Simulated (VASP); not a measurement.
Wanted: the native input for a VASP 6.6.1 run.

| Quantity | Value |
| --- | --- |
| Task | single point |
| Functional | PBE |
| Potentials or basis | VASP PAW PBE potentials, release 64 (Ge_d) |
| Cutoff | 520 eV |
| k mesh | 14 × 14 × 14 |
| Occupations | gaussian, width 0.15 eV |
| Spin | no spin polarisation |
| Dipole correction | no |
| Further INCAR settings | ALGO = Normal; EDIFF = 1e-06; NBANDS = 21 |

The structure of Ge lies in POSCAR:

```
Ge
1.0
    0.0000000000      2.6905259126      3.0376037553
    2.6905259126      0.0000000000      3.0376037553
    2.6905259126      2.6905259126      0.0000000000
Ge
2
Direct
    0.5000000000      0.5000000000      0.5000000000
    0.7500000000      0.7500000000      0.7500000000
```

This cell differs from its parent crystal: volume 21.989 Å^3 an atom, c/a of the conventional cell 1.1290.

One way to write it, as run:

INCAR

```
SYSTEM = Ge
PREC = Accurate
ENCUT = 520
EDIFF = 1E-6
ISMEAR = 0
SIGMA = 0.15
LREAL = .False.
LASPH = .True.
NELM = 80
ALGO = Normal
ISIF = 2
LWAVE = .False.
LCHARG = .False.
GGA = PE
NBANDS = 21
```

KPOINTS

```
Automatic mesh
0
Gamma
  14 14 14
  0 0 0
```

Potentials or basis: VASP PAW PBE potentials, release 64 (Ge_d).

Command:

```console
$ cat potpaw_PBE.64/Ge_d/POTCAR > POTCAR
$ mpirun -np 1 vasp_std > vasp.out
```

Results of the run:

- Pressure: 5.9 GPa
- Band gap on the k mesh: zero (band 14 reaches 5.65 eV, above the bottom of band 15 at 5.26 eV)

Run time: 100 s on 1 thread of Intel(R) Xeon(R) 6975P-C (Granite Rapids) (shared host), peak memory 0.29 GiB.
